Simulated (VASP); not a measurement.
Wanted: the native input for a VASP 6.6.1 run.

- Task: single point
- Functional: PBEsol
- Potentials or basis: VASP PAW PBE potentials, release 64 (Ta_pv, Ru_pv)
- Cutoff: 520 eV
- k mesh: 16 × 16 × 14
- Occupations: gaussian, width 0.15 eV
- Spin: no spin polarisation
- Dipole correction: no
- Further INCAR settings: ALGO = Fast; EDIFF = 1e-06; NBANDS = 20

The structure of TaRu lies in POSCAR:

```
TaRu
1.0
    2.9308800000      0.0000000000      0.0000000000
    0.0000000000      2.9308800000      0.0000000000
    0.0000000000      0.0000000000      3.6601200000
Ta Ru
1 1
Direct
    0.5000000000      0.5000000000      0.5000000000
    0.0000000000      0.0000000000      0.0000000000
```

This cell differs from its parent crystal: strain -0.040 along x and y, +0.080 along z.

The input as run:

INCAR

```
SYSTEM = TaRu
PREC = Accurate
ENCUT = 520
EDIFF = 1E-6
ISMEAR = 0
SIGMA = 0.15
LREAL = .FALSE.
LASPH = .TRUE.
NELM = 80
ALGO = Fast
ISIF = 2
LWAVE = .FALSE.
LCHARG = .FALSE.
GGA = PS
NBANDS = 20
```

KPOINTS

```
regular mesh
0
G
  16 16 14
  0 0 0
```

Potentials or basis: VASP PAW PBE potentials, release 64 (Ta_pv, Ru_pv).

The run is started by

```sh
$ cat potpaw_PBE.64/Ta_pv/POTCAR potpaw_PBE.64/Ru_pv/POTCAR > POTCAR
$ mpirun -np 1 vasp_std > vasp.out
```

It gave:

```
Pressure : -3.4 GPa
```

Caveat: the cell differs from its parent crystal (strain -0.040 along x and y, +0.080 along z); the PAW data sets were made with another functional, which shifts forces and pressure a little.

It took 110 s on 1 thread of Intel Xeon 6975P-C, with other jobs on the host, peak memory 0.33 GiB.
